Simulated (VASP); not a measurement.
Runs of VASP 6.6.1 on Hf. The structure is that of space group Im-3m (No. 229), or close to it. The cells are those of the table. This isn't the form of Hf at room conditions, which is hcp.

```tsv
cell	gap on the mesh (eV)	pressure (GPa)
a = 3.283 Å, angles 109.5°, 1 atom	none	-15.4
a = 3.231 Å, angles 110.1, 110.1, 108.2°, 1 atom	none	(a)
a = 2.996 Å, angles 110.2, 110.2, 108.1°, 1 atom	none	7.5
a = 3.023 Å, angles 110.9, 110.9, 106.7°, 1 atom	none	(b)
a = 3.022 Å, angles 108.8, 108.8, 110.9°, 1 atom	none	4.3
```

Alike in all rows: task single point; level r2SCAN; potentials or basis VASP PAW PBE potentials, release 64 (Hf_pv); no spin polarisation; k mesh 18 × 18 × 18; cutoff (eV) 520; smearing gaussian 0.15 eV.

Problem. Fill in the values left out.

Solution. (a) -12.8; (b) 4.5.

Caveats: the PAW data sets were made with another functional, which shifts forces and pressure a little; spin-orbit coupling is left out, which moves the levels of the heavy elements; the cell stands under pressure (at least some runs); the cell stands under tension (at least some runs).

A k mesh can miss the band edges, and the runs leave out spin-orbit coupling on Hf.

A gap of «none» marks levels without a gap at the run's occupations.
